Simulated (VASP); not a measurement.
# Al (C222_1) in VASP: further runs, part 2 of 2

VASP 6.6.1. Earlier steps stand in the parts before.

## 3. Single point, PBE+D3(BJ) (atoms displaced along a vibrational mode, the cell strained)

INCAR

```
ALGO     = Fast           # electronic algorithm
EDIFF    = 1E-7           # SCF threshold, eV
ENCUT    = 520            # plane-wave cutoff, eV
GGA      = PE             # functional
ISIF     = 2              # what is computed and relaxed
ISMEAR   = 0              # smearing method
IVDW     = 12             # dispersion correction
LASPH    = True           # aspherical terms in the spheres
LCHARG   = True           # write CHGCAR
LELF     = True           # ELF
LREAL    = False          # projectors in reciprocal space
LVHAR    = True         
LWAVE    = False          # write WAVECAR
NBANDS   = 14             # bands
NELM     = 100            # most SCF steps
PREC     = Accurate       # precision mode
SIGMA    = 0.15           # smearing width, eV
```

KPOINTS

```
k-points
0
Gamma
  18 18 4
```

POSCAR

```
Al
1.0
    2.7392771904      0.0000000000      0.0000000000
   -1.3696385952      2.3722836349      0.0000000000
    0.0000000000      0.0000000000      9.2410470711
Al
4
Direct
   -0.1725398516      0.0000000000      0.0000000000
    0.3333333333      0.6666666667      0.2500000000
    0.1725398516      0.0000000000      0.5000000000
    0.6666666667      0.3333333333      0.7500000000
```

Potentials or basis: VASP PAW PBE potentials, release 64 (Al).

Launch:

```bash
> cat potpaw_PBE.64/Al/POTCAR > POTCAR
> mpirun -np 1 vasp_std > vasp.out
```

OUTCAR:

```text
EDIFF = 1E-7
   ENCUT = 520
   GGA = PE
   ISIF = 2
   ISMEAR = 0
   IVDW = 12
   LASPH = True
   LREAL = False
   NELM = 100
   PREC = Accurate
 IVDW          = 12

 ion  position               nearest neighbor table
   1  0.827  0.000  0.000-   4 2.60   2 2.60   2 2.84   4 2.84   2 3.06   4 3.06
   2  0.333  0.667  0.250-   3 2.60   1 2.60   1 2.84   3 2.84   1 3.06   3 3.06
   3  0.173  0.000  0.500-   2 2.60   4 2.60   4 2.84   2 2.84   4 3.06   2 3.06
   4  0.667  0.333  0.750-   1 2.60   3 2.60   3 2.84   1 2.84   3 3.06   1 3.06

  LATTYP: Found a hexagonal cell.
 ALAT       =     2.7392771904
 C/A-ratio  =     3.3735348520

  Lattice vectors:

 A1 = (   2.7392771904,   0.0000000000,   0.0000000000)
 A2 = (  -1.3696385952,   2.3722836349,   0.0000000000)
 A3 = (   0.0000000000,   0.0000000000,   9.2410470711)

Analysis of symmetry for initial positions (statically):
=====================================================================
 Subroutine PRICEL returns:
 Original cell was already a primitive cell.

 Routine SETGRP: Setting up the symmetry group for a
 hexagonal supercell.

 Subroutine GETGRP returns: Found  4 space group operations
[... 191 lines left out ...]
     11      21.2340      0.00000
     12      21.3738      0.00000
     13      21.9762      0.00000
     14      22.1620      0.00000
[... 377 lines left out ...]
      1      -2.2193      2.00000
      2      -0.5069      2.00000
      3      -0.5054      2.00000
      4       4.3651      2.00000
      5       4.6483      2.00000
      6      12.3620      0.00000
      7      12.4220      0.00000
      8      16.0033      0.00000
      9      17.0363      0.00000
     10      17.1492      0.00000
     11      17.3565      0.00000
     12      18.4046      0.00000
     13      18.7277      0.00000
     14      20.8660      0.00000

 [... further k-points ...]

------------------------ aborting loop because EDIFF is reached ----------------------------------------

 Edisp (eV)   -1.48447

 E8    (eV) :    -0.6648

  FORCE on cell =-STRESS in cart. coord.  units (eV):
  Direction    XX          YY          ZZ          XY          YZ          ZX
  --------------------------------------------------------------------------------------
  -------------------------------------------------------------------------------------
  Total       2.58397     2.65191     3.13008     0.00000     0.00000     0.00000
  in kB      68.94038    70.75320    83.51072     0.00000     0.00000     0.00000
  external pressure =       74.40 kB  Pullay stress =        0.00 kB

 VOLUME and BASIS-vectors are now :
 -----------------------------------------------------------------------------
  energy-cutoff  :      520.00
  volume of cell :       60.05
      direct lattice vectors                 reciprocal lattice vectors
     2.739277190  0.000000000  0.000000000     0.365059806  0.210767377  0.000000000
    -1.369638595  2.372283635  0.000000000     0.000000000  0.421534755  0.000000000
     0.000000000  0.000000000  9.241047071     0.000000000  0.000000000  0.108212846

 POSITION                                       TOTAL-FORCE (eV/Angst)
 -----------------------------------------------------------------------------------
      2.26664      0.00000      0.00000         0.451163      0.000000      0.000000
     -0.00000      1.58152      2.31026        -0.000000     -0.325102      0.000000
      0.47263      0.00000      4.62052        -0.451163      0.000000      0.000000
      1.36964      0.79076      6.93079         0.000000      0.325102      0.000000
 -----------------------------------------------------------------------------------
    total drift:                               -0.000000     -0.000000      0.000000

  FREE ENERGIE OF THE ION-ELECTRON SYSTEM (eV)
  ---------------------------------------------------
  free  energy   TOTEN  =       -16.0414782305 eV

  energy  without entropy=      -16.0234465270  energy(sigma->0) =      -16.03246238
```

OSZICAR:

```text
N       E                     dE             d eps       ncg     rms          rms(c)
DAV:   1     0.686939205672E+01    0.68694E+01   -0.42905E+03  7644   0.678E+02
DAV:   2    -0.139809191130E+02   -0.20850E+02   -0.19316E+02  9956   0.902E+01
DAV:   3    -0.146464117633E+02   -0.66549E+00   -0.65822E+00 10116   0.130E+01
DAV:   4    -0.146507145503E+02   -0.43028E-02   -0.42991E-02  9050   0.131E+00
DAV:   5    -0.146507631385E+02   -0.48588E-04   -0.48588E-04 10104   0.144E-01    0.298E+00
RMM:   6    -0.145961502872E+02    0.54613E-01   -0.38150E-03  7683   0.360E-01    0.175E+00
RMM:   7    -0.145572636183E+02    0.38887E-01   -0.10939E-02  7887   0.591E-01    0.193E-01
RMM:   8    -0.145570064663E+02    0.25715E-03   -0.79473E-04  8262   0.185E-01    0.214E-02
RMM:   9    -0.145570123811E+02   -0.59148E-05   -0.10909E-04  8914   0.758E-02    0.336E-02
RMM:  10    -0.145570141493E+02   -0.17681E-05   -0.17259E-05  9110   0.279E-02    0.456E-02
RMM:  11    -0.145570127225E+02    0.14267E-05   -0.38247E-06  9149   0.126E-02    0.818E-02
RMM:  12    -0.145570128196E+02   -0.97059E-07   -0.90957E-07  8895   0.644E-03
   1 F= -.16041478E+02 E0= -.16032462E+02  d E =-.180317E-01
```

Wall time 2.7 min (1 thread of Intel Xeon 8259CL, shared host); peak memory 0.3 GiB.

Results:

| Property | Result |
| --- | --- |
| Free energy | -16.0415 eV |
| Pressure | 7.4 GPa |
| Largest force | 0.451 eV/Å |
| Band gap on the k mesh | zero (bands 6 and 7 overlap by 5.22 eV) |
| Dispersion energy per atom | -0.371 eV |

Forces on the atoms (eV/Å):
```
Al   0.451  0.000  0.000
Al   0.000 -0.325  0.000
Al  -0.451  0.000  0.000
Al   0.000  0.325  0.000
```

Levels at points of the mesh, in eV from the Fermi level:
```csv
k point,band 4,band 5,band 6,band 7,band 8,band 9
"(0.00, 0.00, 0.00)",-5.14,-4.88,3.00,3.00,11.63,12.01
"(0.50, 0.00, 0.00)",-3.97,-3.46,-3.46,0.95,1.06,1.44
"(0.00, 0.50, 0.00)",-4.09,-3.30,-3.29,0.75,1.19,1.27
"(0.00, 0.00, 0.50)",-7.92,-1.34,-1.34,7.87,7.87,12.23
"(0.50, 0.00, 0.50)",-4.87,-2.13,-2.13,-1.07,-1.07,4.42
"(0.00, 0.50, 0.50)",-4.91,-1.95,-1.95,-1.22,-1.22,4.44
```

Caveat: the cell differs from its parent crystal (atoms displaced along a vibrational mode, the cell strained); the cell stands under pressure.

## 4. Single point, PBE+D3(BJ) (atoms displaced along a vibrational mode, the cell strained)

INCAR

```
  ALGO = Fast
  EDIFF = 1E-6
  ENCUT = 520
  GGA = PE
  ISIF = 2
  ISMEAR = 0
  IVDW = 12
  LASPH = T
  LCHARG = F
  LREAL = F
  LWAVE = F
  NBANDS = 14
  NELM = 60
  PREC = Accurate
  SIGMA = 0.15
```

KPOINTS is that of step 3.

POSCAR

```
Al
1.0
    2.7392771904      0.0000000000      0.0000000000
   -1.3696385952      2.3722836349      0.0000000000
    0.0000000000      0.0000000000      9.2410470711
Al
4
Direct
   -0.0862699258      0.0000000000      0.0000000000
    0.3333333333      0.6666666667      0.2500000000
    0.0862699258      0.0000000000      0.5000000000
    0.6666666667      0.3333333333      0.7500000000
```

Launch:

```bash
> cat potpaw_PBE.64/Al/POTCAR > POTCAR
> mpirun -np 1 vasp_std > vasp.out
```

Wall time 2.5 min (1 thread of Intel Xeon 8259CL, shared host); peak memory 0.3 GiB.

Results (log left out):

* Free energy: -16.2008 eV
* Pressure: 5.9 GPa
* Largest force: 0.222 eV/Å
* Band gap on the k mesh: zero (bands 6 and 7 overlap by 5.20 eV)
* Dispersion energy per atom: -0.371 eV

Forces in eV/Å, atoms in the order of the input:
```
Al   0.222  0.000  0.000
Al   0.000 -0.088  0.000
Al  -0.222  0.000  0.000
Al   0.000  0.088  0.000
```

Stress tensor (GPa, compression positive):
```
6.68 0.00 0.00
0.00 6.63 0.00
0.00 0.00 4.54
```

Levels at points of the mesh, in eV from the Fermi level:
```
           k point  band 2  band 3  band 4  band 5  band 6  band 7  band 8  band 9  band 10  band 11
(0.00, 0.00, 0.00)  -10.05  -10.05   -5.13   -4.89    3.03    3.03   11.96   11.97    12.07    12.09
(0.50, 0.00, 0.00)   -5.38   -4.07   -4.06   -3.35   -3.35    0.87    1.12    1.33     1.59     6.49
(0.00, 0.50, 0.00)   -5.38   -4.10   -4.09   -3.30   -3.30    0.79    1.19    1.26     1.66     6.44
(0.00, 0.00, 0.50)  -11.34   -7.93   -7.93   -1.34   -1.34    7.96    7.96   12.22    12.22    12.28
(0.50, 0.00, 0.50)   -5.05   -4.90   -4.90   -2.01   -2.01   -1.17   -1.17    4.52     4.52     4.73
(0.00, 0.50, 0.50)   -5.04   -4.92   -4.92   -1.94   -1.94   -1.23   -1.23    4.55     4.55     4.69
```

Caveat: the cell differs from its parent crystal (atoms displaced along a vibrational mode, the cell strained); the cell stands under pressure.

## 5. Single point, PBE+D3(BJ) (atoms displaced along a vibrational mode, the cell strained)

INCAR

```
SYSTEM = Al
ALGO = Fast
EDIFF = 1E-6
ENCUT = 520
GGA = PE
ISIF = 2
ISMEAR = 0
IVDW = 12
LASPH = .TRUE.
LCHARG = .FALSE.
LREAL = .FALSE.
LWAVE = .FALSE.
NBANDS = 14
NELM = 80
PREC = Accurate
SIGMA = 0.15
```

KPOINTS

```
k-points
0
G
  18 18 4
  0 0 0
```

POSCAR

```
Al
1.0
    2.7769904488      0.0000000000      0.0000000000
   -1.3884952244      2.4049442747      0.0000000000
    0.0000000000      0.0000000000      9.2410470711
Al
4
Direct
   -0.2156748145      0.0000000000      0.0000000000
    0.3333333333      0.6666666667      0.2500000000
    0.2156748145      0.0000000000      0.5000000000
    0.6666666667      0.3333333333      0.7500000000
```

Launch:

```bash
> cat potpaw_PBE.64/Al/POTCAR > POTCAR
> mpirun -np 1 vasp_std > vasp.out
```

Wall time 3.1 min (1 thread of Intel Xeon 8259CL, shared host); peak memory 0.32 GiB.

It converged, with:

* Free energy: -15.9780 eV
* Pressure: 5.5 GPa
* Largest force: 0.538 eV/Å
* Band gap on the k mesh: zero (bands 6 and 7 overlap by 5.38 eV)
* Dispersion energy per atom: -0.361 eV

Forces on the atoms (eV/Å):
```
Al   0.538  0.000  0.000
Al   0.000 -0.470  0.000
Al  -0.538  0.000  0.000
Al   0.000  0.470  0.000
```

Stress tensor (GPa, compression positive):
```
3.30 0.00 0.00
0.00 3.88 0.00
0.00 0.00 9.33
```

Levels at points of the mesh, in eV from the Fermi level:
```
           k point  band 3  band 4  band 5  band 6  band 7  band 8  band 9  band 10
(0.00, 0.00, 0.00)   -9.84   -4.95   -4.66    3.18    3.19   11.23   11.67    11.98
(0.50, 0.00, 0.00)   -3.87   -3.85   -3.52   -3.51    0.85    1.22    1.39     1.67
(0.00, 0.50, 0.00)   -4.04   -4.01   -3.31   -3.27    0.73    1.23    1.33     1.76
(0.00, 0.00, 0.50)   -7.72   -7.72   -1.14   -1.14    7.98    7.98   11.89    11.89
(0.50, 0.00, 0.50)   -4.85   -4.85   -2.14   -2.14   -1.03   -1.03    4.41     4.41
(0.00, 0.50, 0.50)   -4.89   -4.89   -1.92   -1.92   -1.19   -1.19    4.41     4.41
```

Caveat: the cell differs from its parent crystal (atoms displaced along a vibrational mode, the cell strained); the cell stands under pressure.

## 6. Single point, PBE+D3(BJ) (atoms displaced along a vibrational mode, the cell strained)

INCAR

```
SYSTEM = Al
PREC     = Accurate       ! precision mode
ENCUT    = 520            ! plane-wave cutoff, eV
EDIFF    = 1E-6           ! SCF threshold, eV
ISMEAR   = 0              ! smearing method
SIGMA    = 0.15           ! smearing width, eV
LREAL    = .False.        ! projectors in reciprocal space
LASPH    = .True.         ! aspherical terms in the spheres
NELM     = 60             ! most SCF steps
ALGO     = Fast           ! electronic algorithm
ISIF     = 2              ! what is computed and relaxed
LWAVE    = .False.        ! write WAVECAR
LCHARG   = .False.        ! write CHGCAR
GGA      = PE             ! functional
IVDW     = 12             ! dispersion correction
NBANDS   = 14             ! bands
```

KPOINTS

```
regular mesh
0
Gamma
  18 18 4
  0 0 0
```

POSCAR

```
Al
1.0
    2.7769904488      0.0000000000      0.0000000000
   -1.3884952244      2.4049442747      0.0000000000
    0.0000000000      0.0000000000      9.2410470711
Al
4
Direct
   -0.1294048887      0.0000000000      0.0000000000
    0.3333333333      0.6666666667      0.2500000000
    0.1294048887      0.0000000000      0.5000000000
    0.6666666667      0.3333333333      0.7500000000
```

Potentials or basis: VASP PAW PBE potentials, release 64 (Al).

Launch:

```bash
> cat potpaw_PBE.64/Al/POTCAR > POTCAR
> mpirun -np 1 vasp_std > vasp.out
```

OUTCAR:

```text
SYSTEM = Al
   PREC = Accurate
   ENCUT = 520
   EDIFF = 1E-6
   ISMEAR = 0
   LREAL = .False.
   LASPH = .True.
   NELM = 60
   ISIF = 2
   GGA = PE
   IVDW = 12
 IVDW          = 12

 ion  position               nearest neighbor table
   1  0.871  0.000  0.000-   4 2.65   2 2.65   2 2.83   4 2.83   2 3.01   4 3.01
   2  0.333  0.667  0.250-   3 2.65   1 2.65   1 2.83   3 2.83   1 3.01   3 3.01
   3  0.129  0.000  0.500-   2 2.65   4 2.65   4 2.83   2 2.83   4 3.01   2 3.01
   4  0.667  0.333  0.750-   1 2.65   3 2.65   3 2.83   1 2.83   3 3.01   1 3.01

  LATTYP: Found a hexagonal cell.
 ALAT       =     2.7769904488
[... 615 lines left out ...]
  --------------------------------------------------------------------------------------
  -------------------------------------------------------------------------------------
  Total       1.23585     1.27353     1.73088     0.00000     0.00000     0.00000
  in kB      32.08312    33.06125    44.93414     0.00000     0.00000     0.00000
  external pressure =       36.69 kB  Pullay stress =        0.00 kB

 VOLUME and BASIS-vectors are now :
 -----------------------------------------------------------------------------
  energy-cutoff  :      520.00
  volume of cell :       61.72
      direct lattice vectors                 reciprocal lattice vectors
     2.776990449  0.000000000  0.000000000     0.360102067  0.207905025  0.000000000
    -1.388495224  2.404944275  0.000000000     0.000000000  0.415810050  0.000000000
     0.000000000  0.000000000  9.241047071     0.000000000  0.000000000  0.108212846

 POSITION                                       TOTAL-FORCE (eV/Angst)
 -----------------------------------------------------------------------------------
      2.41763      0.00000      0.00000         0.325669      0.000000      0.000000
     -0.00000      1.60330      2.31026         0.000000     -0.185486      0.000000
      0.35936      0.00000      4.62052        -0.325669      0.000000      0.000000
      1.38850      0.80165      6.93079        -0.000000      0.185486      0.000000
 -----------------------------------------------------------------------------------
    total drift:                                0.000000      0.000000      0.000000

  FREE ENERGIE OF THE ION-ELECTRON SYSTEM (eV)
  ---------------------------------------------------
  free  energy   TOTEN  =       -16.1869326002 eV

  energy  without entropy=      -16.1699402622  energy(sigma->0) =      -16.17843643
```

It took 3.2 min on 1 thread of Intel Xeon 8259CL, shared host; peak memory 0.32 GiB.

Results:

```yaml
Free_energy: -16.1869 eV
Pressure: 3.7 GPa
Largest_force: 0.326 eV/Å
Band_gap_on_the_k_mesh: zero (bands 6 and 7 overlap by 5.40 eV)
Dispersion_energy_per_atom: -0.361 eV
```

Forces in eV/Å, atoms in the order of the input:
```
Al   0.326  0.000  0.000
Al   0.000 -0.185  0.000
Al  -0.326  0.000  0.000
Al   0.000  0.185  0.000
```

Caveat: the cell differs from its parent crystal (atoms displaced along a vibrational mode, the cell strained); the cell stands under pressure.

## 7. Summary

| cell | further INCAR settings | gap on the mesh (eV) | pressure (GPa) | largest force (eV/Å) |
| --- | --- | --- | --- | --- |
| a = 2.739, b = 2.739, c = 9.241 Å, angles 90.0, 90.0, 120.0°, 4 atoms, atomic positions A | ALGO = Fast; EDIFF = 1e-06; NBANDS = 14 | none | 5.5 | 0.11 |
| a = 2.739, b = 2.739, c = 9.241 Å, angles 90.0, 90.0, 120.0°, 4 atoms, atomic positions B | ALGO = Fast; EDIFF = 1e-07; NBANDS = 14 | none | 7.4 | 0.45 |
| a = 2.739, b = 2.739, c = 9.241 Å, angles 90.0, 90.0, 120.0°, 4 atoms, atomic positions C | ALGO = Fast; EDIFF = 1e-06; NBANDS = 14 | none | 5.9 | 0.22 |
| a = 2.777, b = 2.777, c = 9.241 Å, angles 90.0, 90.0, 120.0°, 4 atoms, atomic positions D | ALGO = Fast; EDIFF = 1e-06; NBANDS = 14 | none | 5.5 | 0.54 |
| a = 2.777, b = 2.777, c = 9.241 Å, angles 90.0, 90.0, 120.0°, 4 atoms, atomic positions E | ALGO = Fast; EDIFF = 1e-06; NBANDS = 14 | none | 3.7 | 0.33 |

Alike in all rows: task single point; level PBE+D3(BJ); potentials or basis VASP PAW PBE potentials, release 64 (Al); no spin polarisation; k mesh 18 × 18 × 4; cutoff (eV) 520; smearing gaussian 0.15 eV.

Caveats: the cell stands under pressure.

Total energies depend on the potentials used, so only differences within one code and one set of settings carry meaning.
